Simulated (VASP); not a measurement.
# Ni (P6/mmm) in VASP: further runs, part 2 of 2

VASP 6.6.1.

## (3) Single point, PBE, collinear spin, ferromagnetic start (9.79 Å³/atom)

This run uses another cell than the first one, of 9.79 Å³/atom.

INCAR reads:

```
PREC = Accurate
ENCUT = 600
EDIFF = 1E-6
ISMEAR = -1
SIGMA = 0.05
LREAL = False
LASPH = True
NELM = 200
ALGO = Normal
ISIF = 2
LWAVE = False
LCHARG = True
ISPIN = 2
MAGMOM = 0.65 0.694 0.694
LORBIT = 11
LMAXMIX = 4
GGA = PE
LELF = True
LVHAR = True
NBANDS = 26
GGA_COMPAT = False
```

KPOINTS reads:

```
regular mesh
0
Gamma
  10 10 15
```

POSCAR reads:

```
Ni
1.0
    3.8244661652      0.0000000000      0.0000000000
   -1.9122330826      3.3120848550      0.0000000000
    0.0000000000      0.0000000000      2.3176306240
Ni
3
Direct
    0.0000000000      0.0000000000      0.0000000000
    0.3333333333      0.6666666667      0.5000000000
    0.6666666667      0.3333333333      0.5000000000
```

Potentials or basis: VASP PAW PBE potentials, release 64 (Ni).

Command:

```
$ cat potpaw_PBE.64/Ni/POTCAR > POTCAR
$ mpirun -np 1 vasp_std > vasp.out
```

OUTCAR:

```text
PREC = Accurate
   ENCUT = 600
   EDIFF = 1E-6
   ISMEAR = -1
   LREAL = False
   LASPH = True
   NELM = 200
   ISIF = 2
   ISPIN = 2
   LORBIT = 11
   GGA = PE

 ion  position               nearest neighbor table
   1  0.000  0.000  0.000-   2 2.49   3 2.49   2 2.49   3 2.49   3 2.49   3 2.49   2 2.49   2 2.49
                             3 2.49   3 2.49   2 2.49   2 2.49
   2  0.333  0.667  0.500-   3 2.21   3 2.21   3 2.21   1 2.49   1 2.49   1 2.49   1 2.49   1 2.49
                             1 2.49
   3  0.667  0.333  0.500-   2 2.21   2 2.21   2 2.21   1 2.49   1 2.49   1 2.49   1 2.49   1 2.49
                             1 2.49

  LATTYP: Found a hexagonal cell.
 ALAT       =     3.8244661652
 C/A-ratio  =     0.6060010793

  Lattice vectors:

 A1 = (   3.8244661652,   0.0000000000,   0.0000000000)
 A2 = (  -1.9122330826,   3.3120848550,   0.0000000000)
 A3 = (   0.0000000000,   0.0000000000,   2.3176306240)

Analysis of symmetry for initial positions (statically):
[... 1594 lines left out ...]
 [... further k-points ...]

------------------------ aborting loop because EDIFF is reached ----------------------------------------

  FORCE on cell =-STRESS in cart. coord.  units (eV):
  Direction    XX          YY          ZZ          XY          YZ          ZX
  --------------------------------------------------------------------------------------
  -------------------------------------------------------------------------------------
  Total        5.9848106      5.9848106      5.6802490      0.0000000      0.0000000      0.0000000
  in kB      326.6212926    326.6212926    309.9998317      0.0000000      0.0000000      0.0000000
  external PRESSURE =     321.0808056 kB  Pullay stress =       0.0000000 kB

 VOLUME and BASIS-vectors are now :
 -----------------------------------------------------------------------------
  energy-cutoff  :      600.00
  volume of cell :       29.36
      direct lattice vectors                 reciprocal lattice vectors
     3.824466165  0.000000000  0.000000000     0.261474401  0.150962316  0.000000000
    -1.912233083  3.312084855  0.000000000     0.000000000  0.301924632  0.000000000
     0.000000000  0.000000000  2.317630624     0.000000000  0.000000000  0.431475141

 POSITION                                       TOTAL-FORCE (eV/Angst)
 -----------------------------------------------------------------------------------
      0.00000      0.00000      0.00000         0.000000     -0.000000      0.000000
     -0.00000      2.20806      1.15882        -0.000000     -0.000000     -0.000000
      1.91223      1.10403      1.15882         0.000000      0.000000      0.000000
 -----------------------------------------------------------------------------------
    total drift:                               -0.000000      0.000000      0.000000

  FREE ENERGIE OF THE ION-ELECTRON SYSTEM (eV)
  ---------------------------------------------------
  free  energy   TOTEN  =       -15.7120146897 eV

  energy  without entropy=      -15.6661766830  energy(sigma->0) =      -15.68909569

 total charge

# of ion       s       p       d       tot
------------------------------------------
    1        0.527   0.581   8.367   9.475
    2        0.561   0.608   8.406   9.575
    3        0.561   0.608   8.406   9.575
--------------------------------------------------
tot          1.649   1.797  25.179  28.624

 magnetization (x)

# of ion       s       p       d       tot
------------------------------------------
    1       -0.003  -0.023   0.583   0.557
    2       -0.006  -0.021   0.610   0.584
    3       -0.006  -0.021   0.610   0.584
--------------------------------------------------
tot         -0.014  -0.065   1.803   1.725
```

OSZICAR:

```text
N       E                     dE             d eps       ncg     rms          rms(c)
DAV:   1     0.182145743463E+03    0.18215E+03   -0.14111E+04 12552   0.185E+03
DAV:   2    -0.726065845740E+01   -0.18941E+03   -0.17550E+03 11686   0.309E+02
DAV:   3    -0.184394945585E+02   -0.11179E+02   -0.10585E+02 12412   0.934E+01
DAV:   4    -0.186237944644E+02   -0.18430E+00   -0.18406E+00 13424   0.115E+01
DAV:   5    -0.186297958509E+02   -0.60014E-02   -0.60007E-02 13874   0.188E+00    0.191E+01
DAV:   6    -0.165732635846E+02    0.20565E+01   -0.13799E+01 13492   0.668E+01    0.116E+01
DAV:   7    -0.185425263644E+02   -0.19693E+01   -0.18454E+01 13914   0.870E+01    0.232E+01
DAV:   8    -0.157445495863E+02    0.27980E+01   -0.80255E+00 14258   0.478E+01    0.367E+00
DAV:   9    -0.157147498956E+02    0.29800E-01   -0.26044E-01 15350   0.640E+00    0.184E+00
DAV:  10    -0.157128437817E+02    0.19061E-02   -0.32855E-02 13524   0.311E+00    0.743E-01
DAV:  11    -0.157118765348E+02    0.96725E-03   -0.41214E-03 17894   0.898E-01    0.179E-01
DAV:  12    -0.157120046801E+02   -0.12815E-03   -0.74595E-04 14348   0.346E-01    0.968E-02
DAV:  13    -0.157120162967E+02   -0.11617E-04   -0.42388E-05 18396   0.100E-01    0.408E-02
DAV:  14    -0.157120185034E+02   -0.22067E-05   -0.11298E-05 13912   0.464E-02    0.239E-02
DAV:  15    -0.157120150746E+02    0.34289E-05   -0.25009E-06  7594   0.332E-02    0.385E-03
DAV:  16    -0.157120146897E+02    0.38482E-06   -0.29664E-07  6346   0.813E-03
   1 F= -.15712015E+02 E0= -.15689096E+02  d E =-.458380E-01  mag=     1.7229
```

stdout:

```text
POSCAR found type information on POSCAR Ni
 POSCAR found :  1 types and       3 ions
 scaLAPACK will be used
 LDA part: xc-table for (Slater+PW92), standard interpolation
 POSCAR, INCAR and KPOINTS ok, starting setup
 FFT: planning ... GRIDC
 FFT: planning ... GRID_SOFT
 FFT: planning ... GRID
 WAVECAR not read
 entering main loop
```

Run time: 2.3 min. Hardware: 1 thread of Intel Xeon Platinum 8259CL at 2.50GHz (Skylake/Cascade Lake), shared host; peak memory 0.27 GiB.

What came out:

```
Free energy                                           : -15.7120 eV
Pressure                                              : 32.1 GPa
Net moment                                            : 1.72 μB per cell
Site moments                                          : Ni +0.56, +0.58 (each value once) μB
Valence electrons inside the program's atomic spheres : Ni 9.47, 9.57 (each value once)
```

Stress tensor (GPa, compression positive):
```
32.66  0.00  0.00
 0.00 32.66  0.00
 0.00  0.00 31.00
```

Levels at points of the mesh, in eV from the Fermi level:
Spin up:
```
           k point  band 14  band 15  band 16  band 17  band 18  band 19
(0.00, 0.00, 0.00)    -1.63    -0.34    -0.34     6.63     6.63     6.66
(0.50, 0.00, 0.00)    -0.70    -0.64    -0.62    -0.38    -0.04     7.13
```
Spin down:
| k point | band 11 | band 12 | band 13 | band 14 | band 15 | band 16 | band 17 | band 18 |
| --- | --- | --- | --- | --- | --- | --- | --- | --- |
| (0.00, 0.00, 0.00) | -1.07 | -1.07 | -1.01 | -1.01 | 0.30 | 0.30 | 6.89 | 6.89 |
| (0.50, 0.00, 0.00) | -0.91 | -0.32 | -0.07 | -0.07 | -0.04 | -0.04 | 0.08 | 0.35 |

Caveat: the cell stands under pressure.

## (4) Single point, PBE, collinear spin, ferromagnetic start (10.23 Å³/atom)

This run uses another cell than the first one, of 10.23 Å³/atom.

INCAR reads:

```
SYSTEM = Ni
PREC = Accurate ; ENCUT = 600
EDIFF = 1E-6 ; ISMEAR = -1
SIGMA = 0.05 ; LREAL = .False.
LASPH = .True. ; NELM = 200
ALGO = Normal ; ISIF = 2
LWAVE = .False. ; LCHARG = .False.
ISPIN = 2 ; MAGMOM = 0.65 0.694 0.694
LORBIT = 11 ; LMAXMIX = 4
GGA = PE ; NBANDS = 26
GGA_COMPAT = .False.
```

KPOINTS reads:

```
regular mesh
0
Gamma
  10 10 15
  0 0 0
```

POSCAR reads:

```
Ni
1.0
    3.8815561666      0.0000000000      0.0000000000
   -1.9407780833      3.3615262465      0.0000000000
    0.0000000000      0.0000000000      2.3522272264
Ni
3
Direct
    0.0000000000      0.0000000000      0.0000000000
    0.3333333333      0.6666666667      0.5000000000
    0.6666666667      0.3333333333      0.5000000000
```

Potentials or basis: VASP PAW PBE potentials, release 64 (Ni).

Command:

```
$ cat potpaw_PBE.64/Ni/POTCAR > POTCAR
$ mpirun -np 1 vasp_std > vasp.out
```

OUTCAR:

```text
SYSTEM = Ni
   PREC = Accurate
   ENCUT = 600
   EDIFF = 1E-6
   ISMEAR = -1
   LREAL = .False.
   LASPH = .True.
   NELM = 200
   ISIF = 2
   ISPIN = 2
   LORBIT = 11
   GGA = PE

 ion  position               nearest neighbor table
   1  0.000  0.000  0.000-   2 2.53   3 2.53   2 2.53   3 2.53   3 2.53   3 2.53   2 2.53   2 2.53
                             3 2.53   3 2.53   2 2.53   2 2.53
   2  0.333  0.667  0.500-   3 2.24   3 2.24   3 2.24   1 2.53   1 2.53   1 2.53   1 2.53   1 2.53
                             1 2.53
   3  0.667  0.333  0.500-   2 2.24   2 2.24   2 2.24   1 2.53   1 2.53   1 2.53   1 2.53   1 2.53
                             1 2.53

  LATTYP: Found a hexagonal cell.
 ALAT       =     3.8815561666
 C/A-ratio  =     0.6060010793

  Lattice vectors:

 A1 = (   3.8815561666,   0.0000000000,   0.0000000000)
 A2 = (  -1.9407780833,   3.3615262465,   0.0000000000)
 A3 = (   0.0000000000,   0.0000000000,   2.3522272264)

Analysis of symmetry for initial positions (statically):
=====================================================================
 Subroutine PRICEL returns:
 Original cell was already a primitive cell.

 Routine SETGRP: Setting up the symmetry group for a
 hexagonal supercell.

 Subroutine GETGRP returns: Found 24 space group operations
 (whereof 24 operations were pure point group operations)
 out of a pool of 24 trial point group operations.

The static configuration has the point symmetry D_6h.

Analysis of symmetry for dynamics (positions and initial velocities):
=====================================================================
 Subroutine PRICEL returns:
 Original cell was already a primitive cell.

 Routine SETGRP: Setting up the symmetry group for a
 hexagonal supercell.

 Subroutine GETGRP returns: Found 24 space group operations
 (whereof 24 operations were pure point group operations)
 out of a pool of 24 trial point group operations.

The dynamic configuration has the point symmetry D_6h.

Analysis of structural, dynamic, and magnetic symmetry:
=====================================================================
 Subroutine PRICEL returns:
 Original cell was already a primitive cell.
[... 159 lines left out ...]

 val. band max:       10.2594207337   @ k =   0.3000   0.3000   0.0000
 cond. band min:      10.2650437013   @ k =   0.3000   0.3000   0.3333
 fundamental gap:      0.0056229676
 Fermi energy:        10.2629786706

 spin component 1

 k-point     1 :       0.0000    0.0000    0.0000
  band No.  band energies     occupation
      1       0.8378      1.00000
      2       5.6876      1.00000
      3       6.8894      1.00000
      4       6.8894      1.00000
      5       6.9008      1.00000
      6       6.9008      1.00000
[... 685 lines left out ...]
     25      30.2153      0.00000
     26      31.3388      0.00000

 [... further k-points ...]

 spin component 2

 k-point     1 :       0.0000    0.0000    0.0000
  band No.  band energies     occupation
      1       0.8197      1.00000
      2       6.2022      1.00000
      3       7.3453      1.00000
      4       7.3453      1.00000
      5       7.3840      1.00000
      6       7.3840      1.00000
[... 685 lines left out ...]
     25      30.2618      0.00000
     26      31.4358      0.00000

 [... further k-points ...]

------------------------ aborting loop because EDIFF is reached ----------------------------------------

  FORCE on cell =-STRESS in cart. coord.  units (eV):
  Direction    XX          YY          ZZ          XY          YZ          ZX
  --------------------------------------------------------------------------------------
  -------------------------------------------------------------------------------------
  Total        3.6429244      3.6429244      3.4775151      0.0000000      0.0000000      0.0000000
  in kB      190.1687231    190.1687231    181.5339890      0.0000000      0.0000000      0.0000000
  external PRESSURE =     187.2904784 kB  Pullay stress =       0.0000000 kB

 VOLUME and BASIS-vectors are now :
 -----------------------------------------------------------------------------
  energy-cutoff  :      600.00
  volume of cell :       30.69
      direct lattice vectors                 reciprocal lattice vectors
     3.881556167  0.000000000  0.000000000     0.257628631  0.148741959  0.000000000
    -1.940778083  3.361526246  0.000000000     0.000000000  0.297483919  0.000000000
     0.000000000  0.000000000  2.352227226     0.000000000  0.000000000  0.425128996

 POSITION                                       TOTAL-FORCE (eV/Angst)
 -----------------------------------------------------------------------------------
      0.00000      0.00000      0.00000         0.000000      0.000000      0.000000
     -0.00000      2.24102      1.17611         0.000000      0.000000      0.000000
      1.94078      1.12051      1.17611        -0.000000     -0.000000      0.000000
 -----------------------------------------------------------------------------------
    total drift:                               -0.000000      0.000000     -0.000000

  FREE ENERGIE OF THE ION-ELECTRON SYSTEM (eV)
  ---------------------------------------------------
  free  energy   TOTEN  =       -15.9224605692 eV

  energy  without entropy=      -15.8750429107  energy(sigma->0) =      -15.89875174

 total charge

# of ion       s       p       d       tot
------------------------------------------
    1        0.506   0.536   8.341   9.383
    2        0.540   0.563   8.376   9.479
    3        0.540   0.563   8.376   9.479
--------------------------------------------------
tot          1.586   1.662  25.093  28.341

 magnetization (x)

# of ion       s       p       d       tot
------------------------------------------
    1       -0.003  -0.023   0.602   0.576
    2       -0.006  -0.021   0.641   0.613
    3       -0.006  -0.021   0.641   0.613
--------------------------------------------------
tot         -0.014  -0.066   1.883   1.803
```

Wall time 2.3 min (1 thread of Intel Xeon Platinum 8259CL at 2.50GHz (Skylake/Cascade Lake), shared host); peak memory 0.27 GiB.

What came out:

* Free energy: -15.9225 eV
* Pressure: 18.7 GPa
* Net moment: 1.79 μB per cell
* Site moments: Ni +0.58, +0.61 (each value once) μB
* Valence electrons inside the program's atomic spheres: Ni 9.38, 9.48 (each value once)

Caveat: the cell stands under pressure.

## (5) Single point, PBE, collinear spin, ferromagnetic start

INCAR reads:

```
ALGO = Normal
EDIFF = 1E-6
ENCUT = 600
GGA = PE
GGA_COMPAT = F
ISIF = 2
ISMEAR = -1
ISPIN = 2
LASPH = T
LCHARG = F
LMAXMIX = 4
LORBIT = 11
LREAL = F
LWAVE = F
MAGMOM = 0.654 0.702 0.702
NBANDS = 26
NELM = 200
PREC = Accurate
SIGMA = 0.05
```

KPOINTS reads:

```
k-points
0
Gamma
  12 12 17
```

POSCAR reads:

```
Ni
1.0
    3.9909528692      0.0000000000      0.0000000000
   -1.9954764346      3.4562665700      0.0000000000
    0.0000000000      0.0000000000      2.4185217463
Ni
3
Direct
    0.0000000000      0.0000000000      0.0000000000
    0.3333333333      0.6666666667      0.5000000000
    0.6666666667      0.3333333333      0.5000000000
```

Command:

```
$ cat potpaw_PBE.64/Ni/POTCAR > POTCAR
$ mpirun -np 1 vasp_std > vasp.out
```

It took 5.8 min on 1 thread of Intel Xeon 8259CL, shared host; peak memory 0.35 GiB.

The run converged. Its results:

| Quantity | Value |
| --- | --- |
| Free energy | -16.0645 eV |
| Pressure | -0.2 GPa |
| Net moment | 1.87 μB per cell |
| Site moments | Ni +0.61, +0.65 (each value once) μB |
| Valence electrons inside the program's atomic spheres | Ni 9.23, 9.32 (each value once) |

Stress tensor (GPa, compression positive):
```
-0.27  0.00  0.00
 0.00 -0.27  0.00
 0.00  0.00 -0.16
```

Levels at points of the mesh, in eV from the Fermi level:
Spin up:
```csv
k point,band 12,band 13,band 14,band 15,band 16,band 17,band 18,band 19,band 20,band 21
"(0.00, 0.00, 0.00)",-1.49,-1.48,-1.48,-0.44,-0.44,5.99,5.99,6.02,6.02,8.22
"(0.50, 0.00, 0.00)",-0.91,-0.73,-0.73,-0.68,-0.67,-0.48,0.14,6.10,15.42,15.47
```
Spin down:
```csv
k point,band 10,band 11,band 12,band 13,band 14,band 15,band 16,band 17,band 18,band 19
"(0.00, 0.00, 0.00)",-1.35,-0.87,-0.87,-0.82,-0.82,0.26,0.26,6.25,6.25,6.25
"(0.50, 0.00, 0.00)",-0.77,-0.73,-0.26,-0.05,-0.03,-0.02,0.09,0.09,0.30,6.48
```

## (6) The runs side by side

```tsv
cell	k mesh	gap on the mesh (eV)	pressure (GPa)	moment (μB)
a = 3.991, b = 3.991, c = 2.419 Å, angles 90.0, 90.0, 120.0°, 3 atoms	9 × 9 × 13	none	-0.2	1.90
a = 3.824, b = 3.824, c = 2.318 Å, angles 90.0, 90.0, 120.0°, 3 atoms	10 × 10 × 15	none	32.1	1.72
a = 3.882, b = 3.882, c = 2.352 Å, angles 90.0, 90.0, 120.0°, 3 atoms	10 × 10 × 15	none	18.7	1.79
a = 3.991, b = 3.991, c = 2.419 Å, angles 90.0, 90.0, 120.0°, 3 atoms	12 × 12 × 17	none	-0.2	1.87
```

Alike in all rows: task single point; level PBE; potentials or basis VASP PAW PBE potentials, release 64 (Ni); spin collinear, ferromagnetic start; cutoff (eV) 600; smearing fermi-dirac 0.05 eV.

Caveats: the cell stands under pressure (at least some runs).

Absolute energies hang on the potentials; compare differences alone.
